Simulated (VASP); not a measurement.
A run of VASP 6.6.1 is set up as follows.

INCAR

```
ALGO = Normal
EDIFF = 1E-6
ENCUT = 520
GGA = PE
ISIF = 2
ISMEAR = 0
LASPH = True
LCHARG = False
LREAL = False
LWAVE = False
NBANDS = 16
NELM = 60
PREC = Accurate
SIGMA = 0.05
```

File KPOINTS:

```
k-points
0
Gamma
  8 8 5
```

Contents of POSCAR:

```
AlN
1.0
    3.1109999993      0.0000000000      0.0000000000
   -1.5554999997      2.6942050306      0.0000000000
    0.0000000000      0.0000000000      4.9511140000
Al N
2 2
Direct
    0.3333333333      0.6666666667     -0.0005508199
    0.6666666667      0.3333333333      0.4994491801
    0.3333333333      0.6666666667      0.3825508199
    0.6666666667      0.3333333333      0.8825508199
```

Potentials or basis: VASP PAW PBE potentials, release 64 (Al, N).

Run with:

```bash
$ cat potpaw_PBE.64/Al/POTCAR potpaw_PBE.64/N/POTCAR > POTCAR
$ mpirun -np 1 vasp_std > vasp.out
```

Question: What does it give for the pressure?

Answer: 4.9 GPa.

Question: Predict the band gap on the k mesh.

Answer: 4.23 eV.

Stress tensor (GPa, compression positive):
```
4.37 0.00 0.00
0.00 4.37 0.00
0.00 0.00 5.94
```

Caveat: the cell stands under pressure.
